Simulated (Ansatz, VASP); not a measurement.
# CaF in VASP and in Ansatz

```
Ca F
1.0
     1.90293   -2.61433    0.00000
     1.90293    2.61433    0.00000
     0.00000    0.00000    3.87444
Ca F
1 1
Direct
  0.00000 0.00000 0.50000
  0.50000 0.50000 0.00000
```

Alike in both runs: task single point; functional PBE; k mesh 6 × 6 × 4; occupations gaussian, width 0.1 eV; no spin polarisation.

|  | VASP | Ansatz |
| --- | --- | --- |
| version | VASP 6.6.1 | Ansatz 0.2.0 |
| potentials or method | VASP PAW PBE potentials, release 64 (Ca_sv, F), cutoff 600 eV | scalar-relativistic, plane waves, PAW |
| valence electrons in the cell | 17 | 17 |

VASP gave:

* gap on the k mesh at the Fermi level (eV): none
* pressure (GPa): 0.1
* traceless stress, the component that is largest in VASP (GPa): 11.16

**Question.** Estimate Ansatz's values.

**Answer.** gap on the k mesh at the Fermi level (eV): none; pressure (GPa): 0.2; traceless stress, the component that is largest in VASP (GPa): 11.21.

A gap of «none» marks a metal or a gap that the smearing closes. With one functional, cell and mesh, what is left measures potentials, basis and numerics.

The k mesh is coarse, so the values compare programs but aren't converged.
